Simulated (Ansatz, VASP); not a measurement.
# One calculation of K, two programs

```
CELL_PARAMETERS angstrom
-2.66995 2.66995 2.66995
2.66995 -2.66995 2.66995
2.66995 2.66995 -2.66995
ATOMIC_POSITIONS crystal
K 0.00000 0.00000 0.00000
```

Alike in both runs: task single point; functional r2SCAN; k mesh 8 × 8 × 8; no spin polarisation.

|  | VASP | Ansatz |
| --- | --- | --- |
| version | VASP 6.6.1 | Ansatz 0.2.0 |
| potentials or method | VASP PAW PBE potentials, release 64 (K_sv), cutoff 520 eV | plane waves (500 eV) with PAW, scalar-relativistic |
| occupations | methfessel-paxton of order 1, width 0.1 eV | cold, width 0.1 eV |
| valence electrons in the cell | 9 | 9 |

|  | VASP | Ansatz | Ansatz less VASP |
| --- | --- | --- | --- |
| pressure (GPa) | 0.0 | 0.0 | +0.03 |

VASP's potentials were made for PBE, not for r2SCAN.
